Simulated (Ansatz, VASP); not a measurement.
## One calculation of CsPbCl3, two programs

```
Cs Pb Cl
1.0
     5.61474    0.00000    0.00000
     0.00000    5.61474    0.00000
     0.00000    0.00000    5.61474
Cs Pb Cl
1 1 3
Direct
  0.00000 0.00000 0.00000
  0.50000 0.50000 0.50000
  0.50000 0.50000 0.00000
  0.00000 0.50000 0.50000
  0.50000 0.00000 0.50000
```

Alike in both runs: task single point; functional r2SCAN; k mesh 6 × 6 × 6; occupations gaussian, width 0.02 eV; no spin polarisation.

```csv
,VASP,Ansatz
version,VASP 6.6.1,Ansatz 0.2.0
potentials or method,"VASP PAW PBE potentials, release 64 (Cs_sv, Pb_d, Cl), cutoff 520 eV","scalar-relativistic, plane waves, PAW"
valence electrons in the cell,44,44
```

VASP gave:

- gap on the k mesh at the Fermi level (eV): 2.33
- least direct gap on the mesh (eV): 2.33
- pressure (GPa): 0.8

**Question.** Which values does Ansatz return?

**Answer.** gap on the k mesh at the Fermi level (eV): 2.31; least direct gap on the mesh (eV): 2.31; pressure (GPa): 0.8.

VASP's potentials were made for PBE, not for r2SCAN. The functional is the same, so the differences come from potentials, cutoffs and numerics.

Spin-orbit coupling is off throughout.
